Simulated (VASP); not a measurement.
Write the native input for VASP 6.6.1 that does the following.

* Task: single point
* Functional: PBE
* Potentials or basis: VASP PAW PBE potentials, release 64 (Co_sv)
* Cutoff: 690 eV
* k mesh: 10 × 10 × 6
* Occupations: methfessel-paxton, width 0.01 eV
* Spin: collinear spin, ferromagnetic start
* Starting moments: [2.0, 2.0] μB
* Dipole correction: no
* Further INCAR settings: ALGO = Normal; EDIFF = 1e-06; NBANDS = 28

The structure of Co lies in POSCAR:

```
Co
1.0
    2.4719999032      0.0000000000      0.0000000000
   -1.2359999516      2.1408147143      0.0000000000
    0.0000000000      0.0000000000      4.0211440800
Co
2
Direct
    0.6666666667      0.3333333333      0.7500000000
    0.3333333333      0.6666666667      0.2500000000
```

These files were run (other wordings do the same):

INCAR

```
SYSTEM = Co
  ALGO = Normal
  EDIFF = 1E-6
  ENCUT = 690
  GGA = PE
  GGA_COMPAT = .False.
  ISIF = 2
  ISMEAR = 1
  ISPIN = 2
  LASPH = .True.
  LCHARG = .True.
  LELF = .True.
  LMAXMIX = 4
  LORBIT = 11
  LREAL = .False.
  LVHAR = .True.
  LWAVE = .False.
  MAGMOM = 2 2
  NBANDS = 28
  NELM = 200
  PREC = Accurate
  SIGMA = 0.01
```

KPOINTS

```
k-points
0
Gamma
  10 10 6
  0 0 0
```

Potentials or basis: VASP PAW PBE potentials, release 64 (Co_sv).

The run is started by

```bash
$ cat potpaw_PBE.64/Co_sv/POTCAR > POTCAR
$ mpirun -np 1 vasp_std > vasp.out
```

Results of the run:

```json
{
 "Pressure": "4.2 GPa",
 "Net moment": "3.32 μB per cell",
 "Site moments": "Co +1.72 μB",
 "Valence electrons inside the program's atomic spheres": "Co 15.07"
}
```

Caveat: the cell stands under pressure.

It took 95 s on 1 thread of Intel(R) Xeon(R) Platinum 8375C CPU @ 2.90GHz (Ice Lake), with other jobs on the host, peak memory 0.2 GiB.
